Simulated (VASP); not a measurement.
Set up this calculation in VASP 6.6.1, as the native input.

```yaml
Task: single point
Functional: PBE
Potentials_or_basis: VASP PAW PBE potentials, release 64 (Cu, O)
Cutoff: 520 eV
k_mesh: 9 × 9 × 5
Occupations: fermi-dirac, width 0.05 eV
Spin: no spin polarisation
Dipole_correction: no
Further_INCAR_settings: ALGO = Normal; EDIFF = 1e-07; NBANDS = 25
```

The structure of CuO lies in POSCAR:

```
CuO
1.0
    2.0467957453     -2.0586016844      0.0000000000
    2.0467957453      2.0586016844      0.0000000000
    0.0000000000      0.0000000000      5.1373504641
Cu O
2 2
Direct
    0.5000000000      0.0000000000      0.0000000000
    0.0000000000      0.5000000000      0.5000000000
    0.5000000000      0.5000000000      0.2500000000
    0.5000000000      0.5000000000      0.7500000000
```

The input as run:

INCAR

```
SYSTEM = CuO
PREC = Accurate
ENCUT = 520
EDIFF = 1E-7
ISMEAR = -1
SIGMA = 0.05
LREAL = .False.
LASPH = .True.
NELM = 60
ALGO = Normal
ISIF = 2
LWAVE = .False.
LCHARG = .False.
GGA = PE
NBANDS = 25
```

KPOINTS

```
regular mesh
0
Gamma
  9 9 5
  0 0 0
```

Potentials or basis: VASP PAW PBE potentials, release 64 (Cu, O).

The run is started by

```sh
$ cat potpaw_PBE.64/Cu/POTCAR potpaw_PBE.64/O/POTCAR > POTCAR
$ mpirun -np 1 vasp_std > vasp.out
```

It gave:

* Pressure: 5.7 GPa
* Band gap on the k mesh: zero (band 17 reaches 5.86 eV, above the bottom of band 18 at 4.91 eV)

Caveat: semilocal functionals often make such compounds metallic where correlation or magnetic order opens a gap, which also shifts bond lengths.

It took 55 s on 1 thread of Intel(R) Xeon(R) Platinum 8375C CPU @ 2.90GHz (Ice Lake) (shared host), peak memory 0.2 GiB.
